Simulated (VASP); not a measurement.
# Ti (P6/mmm) in VASP: further runs, part 2 of 2

VASP 6.6.1.

### 4 Single point, LDA

This run uses another cell than the first one, of 17.23 Å³/atom.

INCAR

```
SYSTEM = Ti
PREC = Accurate
ENCUT = 500
EDIFF = 1E-6
ISMEAR = 1
SIGMA = 0.1
LREAL = .False.
LASPH = .True.
NELM = 120
ALGO = Normal
ISIF = 2
LWAVE = .False.
LCHARG = .False.
NBANDS = 25
GGA_COMPAT = .False.
```

KPOINTS

```
Automatic mesh
0
Gamma
  7 7 10
  0 0 0
```

POSCAR

```
Ti
1.0
    4.6000000000      0.0000000000      0.0000000000
   -2.3000000000      3.9837168600      0.0000000000
    0.0000000000      0.0000000000      2.8200000000
Ti
3
Direct
    0.0000000000      0.0000000000      0.0000000000
    0.3333333333      0.6666666667      0.5000000000
    0.6666666667      0.3333333333      0.5000000000
```

Potentials or basis: VASP PAW LDA potentials, release 64 (Ti_sv).

Run with:

```sh
cat potpaw_LDA.64/Ti_sv/POTCAR > POTCAR
mpirun -np 1 vasp_std > vasp.out
```

OUTCAR:

```text
SYSTEM = Ti
   PREC = Accurate
   ENCUT = 500
   EDIFF = 1E-6
   ISMEAR = 1
   LREAL = .False.
   LASPH = .True.
   NELM = 120
   ISIF = 2

 ion  position               nearest neighbor table
   1  0.000  0.000  0.000-
   2  0.333  0.667  0.500-   3 2.66   3 2.66   3 2.66
   3  0.667  0.333  0.500-   2 2.66   2 2.66   2 2.66

  LATTYP: Found a hexagonal cell.
 ALAT       =     4.6000000000
 C/A-ratio  =     0.6130434783

  Lattice vectors:

 A1 = (   4.6000000000,   0.0000000000,   0.0000000000)
 A2 = (  -2.3000000000,   3.9837168600,   0.0000000000)
 A3 = (   0.0000000000,   0.0000000000,   2.8200000000)

Analysis of symmetry for initial positions (statically):
=====================================================================
 Subroutine PRICEL returns:
 Original cell was already a primitive cell.

 Routine SETGRP: Setting up the symmetry group for a
 hexagonal supercell.

 Subroutine GETGRP returns: Found 24 space group operations
 (whereof 24 operations were pure point group operations)
 out of a pool of 24 trial point group operations.

The static configuration has the point symmetry D_6h.

Analysis of symmetry for dynamics (positions and initial velocities):
=====================================================================
 Subroutine PRICEL returns:
 Original cell was already a primitive cell.

 Routine SETGRP: Setting up the symmetry group for a
 hexagonal supercell.

 Subroutine GETGRP returns: Found 24 space group operations
 (whereof 24 operations were pure point group operations)
 out of a pool of 24 trial point group operations.

The dynamic configuration has the point symmetry D_6h.

 Subroutine INISYM returns: Found 24 space group operations
 (whereof 24 operations are pure point group operations),
 and found     1 'primitive' translations

----------------------------------------------------------------------------------------

                                     Primitive cell
[... 112 lines left out ...]
     AMIX     =   0.40;   BMIX     =  1.00
     AMIX_MAG =   1.60;   BMIX_MAG =  1.00
  volume/ion in A,a.u.               =      17.23       116.24
  Fermi-wavevector in a.u.,A,eV,Ry     =   1.451255  2.742475 28.655807  2.106142
  Thomas-Fermi vector in A             =   2.568774
   LORBIT       =      0    0 simple, 1 ext, 2 COOP (PROOUT), +10 PAW based schemes
   GGA     = CA    functional components
   LHFCALC =     F    Hartree Fock is set to
   AEXX    =    0.0000 exact exchange contribution
   IVDW    =     0    specifies the selected vdW correction
   LEPSILON=     F    determine dielectric tensor
   LRPA    =     F    only Hartree local field effects (RPA)
 non-spin polarized calculation
 Methfessel and Paxton  Order N= 1 SIGMA  =   0.10
  energy-cutoff  :      500.00
  volume of cell :       51.68
 maximum number of plane-waves:      1342
 NGX is ok and might be reduce to    36
   NGX = 17   NGY = 17   NGZ = 11

 number of electron      35.9999981 magnetization

 Free energy of the ion-electron system (eV)
  ---------------------------------------------------
  ext. energy  EPLUGINS =         0.00000000
  ---------------------------------------------------
  free energy    TOTEN  =       -25.59136907 eV

  energy without entropy =      -25.59218245  energy(sigma->0) =      -25.59164020

 E-fermi :   8.0662     XC(G=0): -11.8239

 val. band max:        8.0626277791   @ k =   0.2857   0.1429   0.0000
 cond. band min:       8.0816980053   @ k =   0.4286   0.1429   0.2000
 fundamental gap:      0.0190702262
 Fermi energy:         8.0661548721

 k-point     1 :       0.0000    0.0000    0.0000
  band No.  band energies     occupation
      1     -48.1416      2.00000
      2     -47.8681      2.00000
      3     -47.7047      2.00000
      4     -24.8455      2.00000
      5     -24.8455      2.00000
      6     -24.7134      2.00000
[... 661 lines left out ...]
     24      10.5231      0.00000
     25      10.5877      0.00000

 [... further k-points ...]

------------------------ aborting loop because EDIFF is reached ----------------------------------------

  FORCE on cell =-STRESS in cart. coord.  units (eV):
  Direction    XX          YY          ZZ          XY          YZ          ZX
  --------------------------------------------------------------------------------------
  -------------------------------------------------------------------------------------
  Total       -3.2067845     -3.2067845     -2.5348156      0.0000000     -0.0000000      0.0000000
  in kB      -99.4225639    -99.4225640    -78.5889623      0.0000000     -0.0000000      0.0000000
  external PRESSURE =     -92.4780300 kB  Pullay stress =       0.0000000 kB

 VOLUME and BASIS-vectors are now :
 -----------------------------------------------------------------------------
  energy-cutoff  :      500.00
  volume of cell :       51.68
      direct lattice vectors                 reciprocal lattice vectors
     4.600000000  0.000000000  0.000000000     0.217391304  0.125510928  0.000000000
    -2.300000000  3.983716860  0.000000000     0.000000000  0.251021856  0.000000000
     0.000000000  0.000000000  2.820000000     0.000000000  0.000000000  0.354609929

 POSITION                                       TOTAL-FORCE (eV/Angst)
 -----------------------------------------------------------------------------------
      0.00000      0.00000      0.00000        -0.000000      0.000000      0.000000
     -0.00000      2.65581      1.41000        -0.000000      0.000000     -0.000000
      2.30000      1.32791      1.41000         0.000000      0.000000      0.000000
 -----------------------------------------------------------------------------------
    total drift:                                0.000000      0.000000     -0.000000

  FREE ENERGIE OF THE ION-ELECTRON SYSTEM (eV)
  ---------------------------------------------------
  free  energy   TOTEN  =       -25.5913690714 eV

  energy  without entropy=      -25.5921824452  energy(sigma->0) =      -25.59164020
```

Wall time 48 s (1 thread of Intel Xeon Platinum 8375C at 2.90GHz (Ice Lake), shared host); peak memory 0.18 GiB.

What came out:

* Free energy: -25.5914 eV
* Pressure: -9.2 GPa
* Band gap on the k mesh: zero (bands 18 and 19 overlap by 0.23 eV)

Levels at points of the mesh, in eV from the Fermi level:
```tsv
k point	band 15	band 16	band 17	band 18	band 19	band 20	band 21	band 22
(0.00, 0.00, 0.00)	-0.71	-0.71	-0.59	-0.59	-0.10	0.58	1.23	1.23
(0.00, 0.00, 0.50)	-2.07	-1.61	-1.60	-1.60	1.00	1.00	1.22	1.22
```

Caveat: the cell stands under tension.

### 5 Single point, LDA

This run uses another cell than the first one, of 17.91 Å³/atom.

INCAR

```
SYSTEM = Ti
PREC     = Accurate       ! precision mode
ENCUT    = 500            ! plane-wave cutoff, eV
EDIFF    = 1E-6           ! SCF threshold, eV
ISMEAR   = 1              ! smearing method
SIGMA    = 0.1            ! smearing width, eV
LREAL    = .False.        ! projectors in reciprocal space
LASPH    = .True.         ! aspherical terms in the spheres
NELM     = 120            ! most SCF steps
ALGO     = Normal         ! electronic algorithm
ISIF     = 2              ! what is computed and relaxed
LWAVE    = .False.        ! write WAVECAR
LCHARG   = .False.        ! write CHGCAR
NBANDS   = 25             ! bands
GGA_COMPAT= .False.
```

KPOINTS is that of step 4.

POSCAR

```
Ti
1.0
    4.6605332576      0.0000000000      0.0000000000
   -2.3302666288      4.0361401989      0.0000000000
    0.0000000000      0.0000000000      2.8571095188
Ti
3
Direct
    0.0000000000      0.0000000000      0.0000000000
    0.3333333333      0.6666666667      0.5000000000
    0.6666666667      0.3333333333      0.5000000000
```

Run with:

```sh
cat potpaw_LDA.64/Ti_sv/POTCAR > POTCAR
mpirun -np 1 vasp_std > vasp.out
```

Wall time 48 s (1 thread of Intel Xeon Platinum 8375C at 2.90GHz (Ice Lake), shared host); peak memory 0.17 GiB.

It converged, with:

- Free energy: -25.4508 eV
- Pressure: -12.6 GPa
- Band gap on the k mesh: zero (bands 18 and 19 overlap by 0.23 eV)

Stress tensor (GPa, compression positive):
```
-13.18   0.00   0.00
  0.00 -13.18   0.00
  0.00   0.00 -11.46
```

Levels at points of the mesh, in eV from the Fermi level:
```
           k point  band 14  band 15  band 16  band 17  band 18  band 19  band 20  band 21  band 22  band 23
(0.00, 0.00, 0.00)    -1.83    -0.69    -0.69    -0.57    -0.57    -0.10     0.57     1.19     1.19     1.74
(0.00, 0.00, 0.50)    -1.94    -1.94    -1.61    -1.51    -1.51     0.98     0.98     1.16     1.16     2.72
```

Caveat: the cell stands under tension.

### 6 Single point, LDA

This run uses another cell than the first one, of 18.60 Å³/atom.

INCAR

```
PREC = Accurate
ENCUT = 500
EDIFF = 1E-6
ISMEAR = 1
SIGMA = 0.1
LREAL = F
LASPH = T
NELM = 120
ALGO = Normal
ISIF = 2
LWAVE = F
LCHARG = T
LELF = T
LVHAR = T
NBANDS = 25
GGA_COMPAT = F
```

KPOINTS

```
regular mesh
0
Gamma
  7 7 10
```

POSCAR

```
Ti
1.0
    4.7195336128      0.0000000000      0.0000000000
   -2.3597668064      4.0872360054      0.0000000000
    0.0000000000      0.0000000000      2.8932793018
Ti
3
Direct
    0.0000000000      0.0000000000      0.0000000000
    0.3333333333      0.6666666667      0.5000000000
    0.6666666667      0.3333333333      0.5000000000
```

Potentials or basis: VASP PAW LDA potentials, release 64 (Ti_sv).

Run with:

```sh
cat potpaw_LDA.64/Ti_sv/POTCAR > POTCAR
mpirun -np 1 vasp_std > vasp.out
```

OUTCAR:

```text
PREC = Accurate
   ENCUT = 500
   EDIFF = 1E-6
   ISMEAR = 1
   LREAL = F
   LASPH = T
   NELM = 120
   ISIF = 2

 ion  position               nearest neighbor table
   1  0.000  0.000  0.000-
   2  0.333  0.667  0.500-   3 2.72   3 2.72   3 2.72
   3  0.667  0.333  0.500-   2 2.72   2 2.72   2 2.72

  LATTYP: Found a hexagonal cell.
 ALAT       =     4.7195336128
 C/A-ratio  =     0.6130434783

[... 863 lines left out ...]

------------------------ aborting loop because EDIFF is reached ----------------------------------------

  FORCE on cell =-STRESS in cart. coord.  units (eV):
  Direction    XX          YY          ZZ          XY          YZ          ZX
  --------------------------------------------------------------------------------------
  -------------------------------------------------------------------------------------
  Total       -5.5140880     -5.5140880     -5.0155678      0.0000000      0.0000000      0.0000000
  in kB     -158.2942425   -158.2942427   -143.9831037      0.0000000      0.0000000      0.0000000
  external PRESSURE =    -153.5238629 kB  Pullay stress =       0.0000000 kB

 VOLUME and BASIS-vectors are now :
 -----------------------------------------------------------------------------
  energy-cutoff  :      500.00
  volume of cell :       55.81
      direct lattice vectors                 reciprocal lattice vectors
     4.719533613  0.000000000  0.000000000     0.211885343  0.122332060  0.000000000
    -2.359766806  4.087236005  0.000000000     0.000000000  0.244664120  0.000000000
     0.000000000  0.000000000  2.893279302     0.000000000  0.000000000  0.345628574

 POSITION                                       TOTAL-FORCE (eV/Angst)
 -----------------------------------------------------------------------------------
      0.00000      0.00000      0.00000         0.000000      0.000000      0.000000
     -0.00000      2.72482      1.44664        -0.000000      0.000000     -0.000000
      2.35977      1.36241      1.44664         0.000000      0.000000      0.000000
 -----------------------------------------------------------------------------------
    total drift:                                0.000000      0.000000     -0.000000

  FREE ENERGIE OF THE ION-ELECTRON SYSTEM (eV)
  ---------------------------------------------------
  free  energy   TOTEN  =       -25.2707727115 eV

  energy  without entropy=      -25.2722914350  energy(sigma->0) =      -25.27127895
```

stdout:

```text
POSCAR found type information on POSCAR Ti
 POSCAR found :  1 types and       3 ions
 scaLAPACK will be used
 LDA part: xc-table for (Slater(with rela. corr.)+CA(PZ))
 , standard interpolation
 POSCAR, INCAR and KPOINTS ok, starting setup
 FFT: planning ... GRIDC
 FFT: planning ... GRID_SOFT
 FFT: planning ... GRID
 WAVECAR not read
 entering main loop
```

Wall time 55 s (1 thread of Intel Xeon Platinum 8375C at 2.90GHz (Ice Lake), shared host); peak memory 0.18 GiB.

What came out:

```yaml
Free_energy: -25.2708 eV
Pressure: -15.4 GPa
Band_gap_on_the_k_mesh: zero (bands 18 and 19 overlap by 0.23 eV)
```

Caveat: the cell stands under tension.

### 7 Summary

| cell | gap on the mesh (eV) | pressure (GPa) |
| --- | --- | --- |
| a = 4.474, b = 4.474, c = 2.743 Å, angles 90.0, 90.0, 120.0°, 3 atoms | none | -0.1 |
| a = 4.538, b = 4.538, c = 2.782 Å, angles 90.0, 90.0, 120.0°, 3 atoms | none | -5.1 |
| a = 4.600, b = 4.600, c = 2.820 Å, angles 90.0, 90.0, 120.0°, 3 atoms | none | -9.2 |
| a = 4.661, b = 4.661, c = 2.857 Å, angles 90.0, 90.0, 120.0°, 3 atoms | none | -12.6 |
| a = 4.720, b = 4.720, c = 2.893 Å, angles 90.0, 90.0, 120.0°, 3 atoms | none | -15.4 |

Alike in all rows: task single point; level LDA; potentials or basis VASP PAW LDA potentials, release 64 (Ti_sv); no spin polarisation; k mesh 7 × 7 × 10; cutoff (eV) 500; smearing methfessel-paxton 0.1 eV.

Caveats: the cell stands under tension (at least some runs).

Absolute energies hang on the potentials; compare differences alone.
